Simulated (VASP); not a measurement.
# InP (F-43m) in VASP: single point with PBE

Aim: the single point of InP with PBE.

All numbers are computed with VASP 6.6.1; they aren't measurements. Logs are shortened: lines on timing, memory, paths and dates and some standing lists are left out, and cuts for length are marked.

## Step 1: The cell of the first run

It takes space group F-43m (No. 216, cubic). Conventional cell: a = 5.861 Å, b = 5.861 Å, c = 5.861 Å, α = 90.00°, β = 90.00°, γ = 90.00°. Within 3.3 Å of In (site symmetry -43m) lie 4 P at 2.54 Å. Within 3.3 Å of P (site symmetry -43m) lie 4 In at 2.54 Å.

## Step 2: Single point, PBE

Input file INCAR:

```
SYSTEM = InP
PREC = Accurate
ENCUT = 520
EDIFF = 1E-6
ISMEAR = 0
SIGMA = 0.01
LREAL = .False.
LASPH = .True.
NELM = 100
ALGO = Normal
ISIF = 2
LWAVE = .False.
LCHARG = .False.
GGA = PE
NBANDS = 16
```

Input file KPOINTS:

```
regular mesh
0
Gamma
  4 4 4
  0 0 0
```

Input file POSCAR:

```
InP
1.0
    0.0000000000      2.9305000000      2.9305000000
    2.9305000000      0.0000000000      2.9305000000
    2.9305000000      2.9305000000      0.0000000000
In P
1 1
Direct
    0.0000000000      0.0000000000      0.0000000000
    0.7500000000      0.7500000000      0.7500000000
```

Potentials or basis: VASP PAW PBE potentials, release 64 (In_d, P).

Run with:

```sh
cat potpaw_PBE.64/In_d/POTCAR potpaw_PBE.64/P/POTCAR > POTCAR
mpirun -np 1 vasp_std > vasp.out
```

OUTCAR:

```text
SYSTEM = InP
   PREC = Accurate
   ENCUT = 520
   EDIFF = 1E-6
   ISMEAR = 0
   LREAL = .False.
   LASPH = .True.
   NELM = 100
   ISIF = 2
   GGA = PE

 ion  position               nearest neighbor table
   1  0.000  0.000  0.000-   2 2.54   2 2.54   2 2.54   2 2.54
   2  0.750  0.750  0.750-   1 2.54   1 2.54   1 2.54   1 2.54

  LATTYP: Found a face centered cubic cell.
 ALAT       =     5.8610000000

  Lattice vectors:

 A1 = (   0.0000000000,   2.9305000000,   2.9305000000)
 A2 = (   2.9305000000,   0.0000000000,   2.9305000000)
 A3 = (   2.9305000000,   2.9305000000,   0.0000000000)

Analysis of symmetry for initial positions (statically):
=====================================================================
 Subroutine PRICEL returns:
 Original cell was already a primitive cell.

 Routine SETGRP: Setting up the symmetry group for a
 face centered cubic supercell.

 Subroutine GETGRP returns: Found 24 space group operations
 (whereof 24 operations were pure point group operations)
 out of a pool of 48 trial point group operations.

The static configuration has the point symmetry T_d .

Analysis of symmetry for dynamics (positions and initial velocities):
=====================================================================
 Subroutine PRICEL returns:
 Original cell was already a primitive cell.

 Routine SETGRP: Setting up the symmetry group for a
 face centered cubic supercell.

 Subroutine GETGRP returns: Found 24 space group operations
 (whereof 24 operations were pure point group operations)
 out of a pool of 48 trial point group operations.

The dynamic configuration has the point symmetry T_d .

 Subroutine INISYM returns: Found 24 space group operations
 (whereof 24 operations are pure point group operations),
 and found     1 'primitive' translations

----------------------------------------------------------------------------------------

                                     Primitive cell

  volume of cell :      50.3333

  direct lattice vectors                    reciprocal lattice vectors
     0.000000000  2.930500000  2.930500000    -0.170619348  0.170619348  0.170619348
     2.930500000  0.000000000  2.930500000     0.170619348 -0.170619348  0.170619348
     2.930500000  2.930500000  0.000000000     0.170619348  0.170619348 -0.170619348

  length of vectors
     4.144352845  4.144352845  4.144352845     0.295521380  0.295521380  0.295521380

  position of ions in fractional coordinates (direct lattice)
     0.000000000  0.000000000  0.000000000
     0.750000000  0.750000000  0.750000000

  ion indices of the primitive-cell ions
   primitive index   ion index
                 1           1
                 2           2

----------------------------------------------------------------------------------------

 KPOINTS: regular mesh

Automatic generation of k-mesh.
 Grid dimensions read from file:
 generate k-points for:    4    4    4

 Generating k-lattice:

  Cartesian coordinates                     Fractional coordinates (reciprocal lattice)
    -0.042654837  0.042654837  0.042654837     0.250000000  0.000000000  0.000000000
     0.042654837 -0.042654837  0.042654837     0.000000000  0.250000000  0.000000000
     0.042654837  0.042654837 -0.042654837     0.000000000  0.000000000  0.250000000

  Length of vectors
     0.073880345  0.073880345  0.073880345

  Shift w.r.t. Gamma in fractional coordinates (k-lattice)
     0.000000000  0.000000000  0.000000000

 Subroutine IBZKPT returns following result:
 ===========================================

 Found      8 irreducible k-points:

 Following reciprocal coordinates:
            Coordinates               Weight
  0.000000  0.000000  0.000000      1.000000
  0.250000  0.000000  0.000000      8.000000
  0.500000  0.000000  0.000000      4.000000
  0.250000  0.250000  0.000000      6.000000
  0.500000  0.250000  0.000000     24.000000
 -0.250000  0.250000  0.000000     12.000000
  0.500000  0.500000  0.000000      3.000000
 -0.250000  0.500000  0.250000      6.000000
   k-points           NKPTS =      8   k-points in BZ     NKDIM =      8   number of bands    NBANDS=     16
   number of dos      NEDOS =    301   number of ions     NIONS =      2
   total plane-waves  NPLWV =  32768
   dimension x,y,z NGX =    32 NGY =   32 NGZ =   32
   dimension x,y,z NGXF=    64 NGYF=   64 NGZF=   64
   ions per type =               1   1
   NGX,Y,Z   is equivalent  to a cutoff of  12.84, 12.84, 12.84 a.u.
   NGXF,Y,Z  is equivalent  to a cutoff of  25.67, 25.67, 25.67 a.u.
 SYSTEM =  InP
   PREC   = accura    normal or accurate (medium, high low for compatibility)
   ISTART =      0    job   : 0-new  1-cont  2-samecut
   ICHARG =      2    charge: 1-file 2-atom 10-const
   ISPIN  =      1    spin polarized calculation?
   LNONCOLLINEAR =      F non collinear calculations
   LSORBIT =      F    spin-orbit coupling
   LASPH  =      T    aspherical Exc in radial PAW
   ENCUT  =  520.0 eV  38.22 Ry    6.18 a.u.   7.71  7.71  7.71*2*pi/ulx,y,z
   NELM   =    100;   NELMIN=  2; NELMDL= -5     # of ELM steps
   EDIFF  = 0.1E-05   stopping-criterion for ELM
   LREAL  =      F    real-space projection
   EDIFFG = 0.1E-04   stopping-criterion for IOM
   NSW    =      0    number of steps for IOM
   IBRION =     -1    ionic relax: 0-MD 1-quasi-New 2-CG
   NFREE  =      0    steps in history (QN), initial steepest desc. (CG)
   ISIF   =      2    stress and relaxation
   ISYM   =      2    0-nonsym 1-usesym 2-fastsym
   POTIM  = 0.5000    time-step for ionic-motion
   TEBEG  =    0.0;   TEEND  =   0.0 temperature during run
   PSTRESS=    0.0 pullay stress
   NELECT =      18.0000    total number of electrons
   NUPDOWN=      -1.0000    fix difference up-down
   EMIN   =  10.00;   EMAX   =-10.00  energy-range for DOS
   EFERMI =   0.00;   METHOD = LEGACY
   ISMEAR =     0;   SIGMA  =   0.01  broadening in eV -4-tet -1-fermi 0-gaus
   EFERMI_NEDOS =   21; number of points for ismear=-14 and -15
   IALGO  =     38    algorithm
   IMIX   =      4    mixing-type and parameters
     AMIX     =   0.40;   BMIX     =  1.00
     AMIX_MAG =   1.60;   BMIX_MAG =  1.00
  volume/ion in A,a.u.               =      25.17       169.83
  Fermi-wavevector in a.u.,A,eV,Ry     =   1.162021  2.195901 18.371846  1.350293
  Thomas-Fermi vector in A             =   2.298587
   LORBIT       =      0    0 simple, 1 ext, 2 COOP (PROOUT), +10 PAW based schemes
   GGA     = PE    functional components
   LHFCALC =     F    Hartree Fock is set to
   AEXX    =    0.0000 exact exchange contribution
   IVDW    =     0    specifies the selected vdW correction
   LEPSILON=     F    determine dielectric tensor
   LRPA    =     F    only Hartree local field effects (RPA)
 non-spin polarized calculation
 Gauss-broadening in eV      SIGMA  =   0.01
  energy-cutoff  :      520.00
  volume of cell :       50.33
 maximum number of plane-waves:      1380
 NGX is ok and might be reduce to    32
   NGX = 15   NGY = 15   NGZ = 15

 number of electron      18.0000005 magnetization

 Free energy of the ion-electron system (eV)
  ---------------------------------------------------
  ext. energy  EPLUGINS =         0.00000000
  ---------------------------------------------------
  free energy    TOTEN  =        -8.27209513 eV

  energy without entropy =       -8.27209513  energy(sigma->0) =       -8.27209513

 E-fermi :   5.2905     XC(G=0):  -9.2629

 val. band max:        5.2338131387   @ k =   0.0000   0.0000   0.0000
 cond. band min:       5.9323967245   @ k =   0.0000   0.0000   0.0000
 fundamental gap:      0.6985835858
 Fermi energy:         5.2905307267

 k-point     1 :       0.0000    0.0000    0.0000
  band No.  band energies     occupation
      1      -9.0000      2.00000
      2      -9.0000      2.00000
      3      -9.0000      2.00000
      4      -8.8501      2.00000
      5      -8.8501      2.00000
      6      -6.2889      2.00000
[... 8 lines left out ...]
     15      14.6590      0.00000
     16      14.6590      0.00000

 k-point     2 :       0.2500    0.0000    0.0000
  band No.  band energies     occupation
      1      -9.0607      2.00000
      2      -8.9768      2.00000
      3      -8.9768      2.00000
      4      -8.8474      2.00000
      5      -8.8474      2.00000
      6      -5.6116      2.00000
[... 8 lines left out ...]
     15      13.7977      0.00000
     16      14.3527      0.00000

 k-point     3 :       0.5000    0.0000    0.0000
  band No.  band energies     occupation
      1      -9.1163      2.00000
      2      -8.9615      2.00000
      3      -8.9615      2.00000
      4      -8.8364      2.00000
      5      -8.8364      2.00000
      6      -4.5603      2.00000
[... 8 lines left out ...]
     15      15.8574      0.00000
     16      15.8574      0.00000

 k-point     4 :       0.2500    0.2500    0.0000
  band No.  band energies     occupation
      1      -9.1004      2.00000
      2      -8.9491      2.00000
      3      -8.9491      2.00000
      4      -8.8733      2.00000
      5      -8.8326      2.00000
      6      -5.3888      2.00000
[... 8 lines left out ...]
     15      15.1942      0.00000
     16      17.3327      0.00000

 k-point     5 :       0.5000    0.2500    0.0000
  band No.  band energies     occupation
      1      -9.1394      2.00000
      2      -8.9385      2.00000
      3      -8.9260      2.00000
      4      -8.8700      2.00000
      5      -8.8288      2.00000
      6      -4.3002      2.00000
[... 8 lines left out ...]
     15      15.9857      0.00000
     16      17.2021      0.00000

 k-point     6 :      -0.2500    0.2500    0.0000
  band No.  band energies     occupation
      1      -9.1108      2.00000
      2      -8.9545      2.00000
      3      -8.9467      2.00000
      4      -8.8513      2.00000
      5      -8.8449      2.00000
      6      -4.6915      2.00000
[... 8 lines left out ...]
     15      15.6117      0.00000
     16      17.0636      0.00000

 k-point     7 :       0.5000    0.5000    0.0000
  band No.  band energies     occupation
      1      -9.1822      2.00000
      2      -8.9011      2.00000
      3      -8.8958      2.00000
      4      -8.8958      2.00000
      5      -8.8150      2.00000
      6      -3.9017      2.00000
[... 8 lines left out ...]
     15      15.9788      0.00000
     16      17.0389      0.00000

 k-point     8 :      -0.2500    0.5000    0.2500
  band No.  band energies     occupation
      1      -9.1485      2.00000
      2      -8.9404      2.00000
      3      -8.9045      2.00000
      4      -8.8702      2.00000
      5      -8.8350      2.00000
      6      -3.8224      2.00000
[... 8 lines left out ...]
     15      16.5238      0.00000
     16      17.2575      0.00000

------------------------ aborting loop because EDIFF is reached ----------------------------------------

  FORCE on cell =-STRESS in cart. coord.  units (eV):
  Direction    XX          YY          ZZ          XY          YZ          ZX
  --------------------------------------------------------------------------------------
  -------------------------------------------------------------------------------------
  Total        1.0917491      1.0917491      1.0917491     -0.0000000     -0.0000000      0.0000000
  in kB       34.7518756     34.7518756     34.7518756     -0.0000000     -0.0000000      0.0000000
  external PRESSURE =      34.7518756 kB  Pullay stress =       0.0000000 kB

 VOLUME and BASIS-vectors are now :
 -----------------------------------------------------------------------------
  energy-cutoff  :      520.00
  volume of cell :       50.33
      direct lattice vectors                 reciprocal lattice vectors
     0.000000000  2.930500000  2.930500000    -0.170619348  0.170619348  0.170619348
     2.930500000  0.000000000  2.930500000     0.170619348 -0.170619348  0.170619348
     2.930500000  2.930500000  0.000000000     0.170619348  0.170619348 -0.170619348

 POSITION                                       TOTAL-FORCE (eV/Angst)
 -----------------------------------------------------------------------------------
      0.00000      0.00000      0.00000        -0.000000     -0.000000     -0.000000
      4.39575      4.39575      4.39575         0.000000      0.000000      0.000000
 -----------------------------------------------------------------------------------
    total drift:                                0.000000      0.000000      0.000000

  FREE ENERGIE OF THE ION-ELECTRON SYSTEM (eV)
  ---------------------------------------------------
  free  energy   TOTEN  =        -8.2720951256 eV

  energy  without entropy=       -8.2720951256  energy(sigma->0) =       -8.27209513
```

Wall time 13 s (1 thread of AMD EPYC 7R13, shared host); peak memory 0.14 GiB.

Results:

* Free energy: -8.2721 eV
* Pressure: 3.5 GPa
* Band gap on the k mesh: 0.70 eV, direct

Caveat: the k points lie up to 0.46 Å⁻¹ apart; spin-orbit coupling is left out, which moves the levels of the heavy elements. Expect the measured gap to be larger: semilocal functionals such as PBE lack the derivative discontinuity.
